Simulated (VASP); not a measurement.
# SnTe (Pm-3m) in VASP: a series of runs

SnTe is run at these levels: RPBE, revPBE, PBEsol; tasks: single point, relaxation of cell and atoms.

Program: VASP 6.6.1. These are calculated values, not measurements. Logs are shortened: lines on timing, memory, paths and dates and some standing lists are left out, and cuts for length are marked.

## (1) The cell of the first run

The structure is cubic, space group Pm-3m (No. 221). The conventional cell has a = 3.905 Å, b = 3.905 Å, c = 3.905 Å, α = 90.00°, β = 90.00°, γ = 90.00°. Within 4.4 Å of Te (site symmetry m-3m) lie 8 Sn at 3.38 Å and 6 Te at 3.90 Å. Sn (site symmetry m-3m) has 8 Te at 3.38 Å and 6 Sn at 3.90 Å within 4.4 Å.

## (2) Single point, RPBE

Input file INCAR:

```
PREC     = Accurate       # precision mode
ENCUT    = 520            # plane-wave cutoff, eV
EDIFF    = 1E-6           # SCF threshold, eV
ISMEAR   = -1             # smearing method
SIGMA    = 0.05           # smearing width, eV
LREAL    = False          # projectors in reciprocal space
LASPH    = True           # aspherical terms in the spheres
NELM     = 100            # most SCF steps
ALGO     = Normal         # electronic algorithm
ISIF     = 2              # what is computed and relaxed
LWAVE    = False          # write WAVECAR
LCHARG   = False          # write CHGCAR
GGA      = RP             # functional
NBANDS   = 17             # bands
```

Input file KPOINTS:

```
regular mesh
0
Gamma
  7 7 7
```

Input file POSCAR:

```
SnTe
1.0
    3.9047000000      0.0000000000      0.0000000000
    0.0000000000      3.9047000000      0.0000000000
    0.0000000000      0.0000000000      3.9047000000
Te Sn
1 1
Direct
    0.5000000000      0.5000000000      0.5000000000
    0.0000000000      0.0000000000      0.0000000000
```

Potentials or basis: VASP PAW PBE potentials, release 64 (Te, Sn_d).

On the command line:

```
cat potpaw_PBE.64/Te/POTCAR potpaw_PBE.64/Sn_d/POTCAR > POTCAR
mpirun -np 1 vasp_std > vasp.out
```

OUTCAR:

```text
PREC = Accurate
   ENCUT = 520
   EDIFF = 1E-6
   ISMEAR = -1
   LREAL = False
   LASPH = True
   NELM = 100
   ISIF = 2
   GGA = RP

 ion  position               nearest neighbor table
   1  0.500  0.500  0.500-   2 3.38   2 3.38   2 3.38   2 3.38   2 3.38   2 3.38   2 3.38   2 3.38

   2  0.000  0.000  0.000-   1 3.38   1 3.38   1 3.38   1 3.38   1 3.38   1 3.38   1 3.38   1 3.38

  LATTYP: Found a simple cubic cell.
 ALAT       =     3.9047000000

  Lattice vectors:

 A1 = (   3.9047000000,   0.0000000000,   0.0000000000)
 A2 = (   0.0000000000,   3.9047000000,   0.0000000000)
 A3 = (   0.0000000000,   0.0000000000,   3.9047000000)

Analysis of symmetry for initial positions (statically):
=====================================================================
 Subroutine PRICEL returns:
 Original cell was already a primitive cell.

 Routine SETGRP: Setting up the symmetry group for a
 simple cubic supercell.

 Subroutine GETGRP returns: Found 48 space group operations
 (whereof 48 operations were pure point group operations)
 out of a pool of 48 trial point group operations.

The static configuration has the point symmetry O_h .

Analysis of symmetry for dynamics (positions and initial velocities):
=====================================================================
 Subroutine PRICEL returns:
 Original cell was already a primitive cell.

 Routine SETGRP: Setting up the symmetry group for a
 simple cubic supercell.

 Subroutine GETGRP returns: Found 48 space group operations
 (whereof 48 operations were pure point group operations)
 out of a pool of 48 trial point group operations.

The dynamic configuration has the point symmetry O_h .

 Subroutine INISYM returns: Found 48 space group operations
 (whereof 48 operations are pure point group operations),
 and found     1 'primitive' translations

----------------------------------------------------------------------------------------

                                     Primitive cell

  volume of cell :      59.5337

  direct lattice vectors                    reciprocal lattice vectors
     3.904700000  0.000000000  0.000000000     0.256101621  0.000000000  0.000000000
     0.000000000  3.904700000  0.000000000     0.000000000  0.256101621  0.000000000
     0.000000000  0.000000000  3.904700000     0.000000000  0.000000000  0.256101621

  length of vectors
     3.904700000  3.904700000  3.904700000     0.256101621  0.256101621  0.256101621

  position of ions in fractional coordinates (direct lattice)
     0.500000000  0.500000000  0.500000000
[... 72 lines left out ...]
   NELM   =    100;   NELMIN=  2; NELMDL= -5     # of ELM steps
   EDIFF  = 0.1E-05   stopping-criterion for ELM
   LREAL  =      F    real-space projection
   EDIFFG = 0.1E-04   stopping-criterion for IOM
   NSW    =      0    number of steps for IOM
   IBRION =     -1    ionic relax: 0-MD 1-quasi-New 2-CG
   NFREE  =      0    steps in history (QN), initial steepest desc. (CG)
   ISIF   =      2    stress and relaxation
   ISYM   =      2    0-nonsym 1-usesym 2-fastsym
   POTIM  = 0.5000    time-step for ionic-motion
   TEBEG  =    0.0;   TEEND  =   0.0 temperature during run
   PSTRESS=    0.0 pullay stress
   NELECT =      20.0000    total number of electrons
   NUPDOWN=      -1.0000    fix difference up-down
   EMIN   =  10.00;   EMAX   =-10.00  energy-range for DOS
   EFERMI =   0.00;   METHOD = LEGACY
   ISMEAR =    -1;   SIGMA  =   0.05  broadening in eV -4-tet -1-fermi 0-gaus
   EFERMI_NEDOS =   21; number of points for ismear=-14 and -15
   IALGO  =     38    algorithm
   IMIX   =      4    mixing-type and parameters
     AMIX     =   0.40;   BMIX     =  1.00
     AMIX_MAG =   1.60;   BMIX_MAG =  1.00
  volume/ion in A,a.u.               =      29.77       200.88
  Fermi-wavevector in a.u.,A,eV,Ry     =   1.138057  2.150615 17.621893  1.295173
  Thomas-Fermi vector in A             =   2.274761
   LORBIT       =      0    0 simple, 1 ext, 2 COOP (PROOUT), +10 PAW based schemes
   GGA     = RP    functional components
   LHFCALC =     F    Hartree Fock is set to
   AEXX    =    0.0000 exact exchange contribution
   IVDW    =     0    specifies the selected vdW correction
   LEPSILON=     F    determine dielectric tensor
   LRPA    =     F    only Hartree local field effects (RPA)
 non-spin polarized calculation
  energy-cutoff  :      520.00
  volume of cell :       59.53
 maximum number of plane-waves:      1614
 NGX is ok and might be reduce to    30
   NGX = 15   NGY = 15   NGZ = 15

 number of electron      19.9999983 magnetization

 Free energy of the ion-electron system (eV)
  ---------------------------------------------------
  ext. energy  EPLUGINS =         0.00000000
  ---------------------------------------------------
  free energy    TOTEN  =        -6.34718441 eV

  energy without entropy =       -6.32757185  energy(sigma->0) =       -6.33737813

 E-fermi :   7.1121     XC(G=0):  -9.8050

 val. band max:        7.0901934342   @ k =   0.4286   0.2857   0.0000
 cond. band min:       7.1306615021   @ k =   0.4286   0.4286   0.4286
 fundamental gap:      0.0404680679
 Fermi energy:         7.1121200499

 k-point     1 :       0.0000    0.0000    0.0000
  band No.  band energies     occupation
      1     -14.5299      2.00000
      2     -14.5299      2.00000
      3     -14.4922      2.00000
      4     -14.4922      2.00000
      5     -14.4922      2.00000
      6      -5.1713      2.00000
[... 377 lines left out ...]
      4     -14.4820      2.00000
      5     -14.4820      2.00000
      6      -2.7925      2.00000
[... 9 lines left out ...]
     16      19.9193      0.00000
     17      21.7652      0.00000

------------------------ aborting loop because EDIFF is reached ----------------------------------------

  FORCE on cell =-STRESS in cart. coord.  units (eV):
  Direction    XX          YY          ZZ          XY          YZ          ZX
  --------------------------------------------------------------------------------------
  -------------------------------------------------------------------------------------
  Total        0.0972892      0.0972892      0.0972892     -0.0000000     -0.0000000     -0.0000000
  in kB        2.6182579      2.6182579      2.6182579     -0.0000000     -0.0000000     -0.0000000
  external PRESSURE =       2.6182579 kB  Pullay stress =       0.0000000 kB

 VOLUME and BASIS-vectors are now :
 -----------------------------------------------------------------------------
  energy-cutoff  :      520.00
  volume of cell :       59.53
      direct lattice vectors                 reciprocal lattice vectors
     3.904700000  0.000000000  0.000000000     0.256101621  0.000000000  0.000000000
     0.000000000  3.904700000  0.000000000     0.000000000  0.256101621  0.000000000
     0.000000000  0.000000000  3.904700000     0.000000000  0.000000000  0.256101621

 POSITION                                       TOTAL-FORCE (eV/Angst)
 -----------------------------------------------------------------------------------
      1.95235      1.95235      1.95235         0.000000      0.000000      0.000000
      0.00000      0.00000      0.00000         0.000000      0.000000      0.000000
 -----------------------------------------------------------------------------------
    total drift:                                0.000000     -0.000000     -0.000000

  FREE ENERGIE OF THE ION-ELECTRON SYSTEM (eV)
  ---------------------------------------------------
  free  energy   TOTEN  =        -6.3471844055 eV

  energy  without entropy=       -6.3275718514  energy(sigma->0) =       -6.33737813
```

stdout:

```text
POSCAR found type information on POSCAR TeSn
 POSCAR found :  2 types and       2 ions
 scaLAPACK will be used
 -----------------------------------------------------------------------------
|                                                                             |
|                                                                             |
|     You enforced a specific xc type in the INCAR file but a different       |
|     I HOPE YOU KNOW WHAT YOU ARE DOING!                                     |
|                                                                             |
 -----------------------------------------------------------------------------

 LDA part: xc-table for (Slater+PW92), standard interpolation
 POSCAR, INCAR and KPOINTS ok, starting setup
 FFT: planning ... GRIDC
 FFT: planning ... GRID_SOFT
 FFT: planning ... GRID
 WAVECAR not read
 entering main loop
```

It took 8.3 s on 1 thread of Intel Xeon 6975P-C (Granite Rapids), shared host; peak memory 0.17 GiB.

What came out:

| Property | Result |
| --- | --- |
| Free energy | -6.3472 eV |
| Pressure | 0.3 GPa |
| Band gap on the k mesh | zero (band 10 reaches 7.33 eV, above the bottom of band 11 at 6.30 eV) |

Levels at points of the mesh, in eV from the Fermi level:
| k point | band 6 | band 7 | band 8 | band 9 | band 10 | band 11 | band 12 | band 13 | band 14 | band 15 |
| --- | --- | --- | --- | --- | --- | --- | --- | --- | --- | --- |
| (0.00, 0.00, 0.00) | -12.28 | -5.22 | -1.71 | -1.71 | -1.71 | 3.61 | 3.61 | 5.42 | 5.42 | 5.42 |

Caveat: the PAW data sets were made with another functional, which shifts forces and pressure a little; spin-orbit coupling is left out, which moves the levels of the heavy elements.

(Continued in part 2 of 2.)
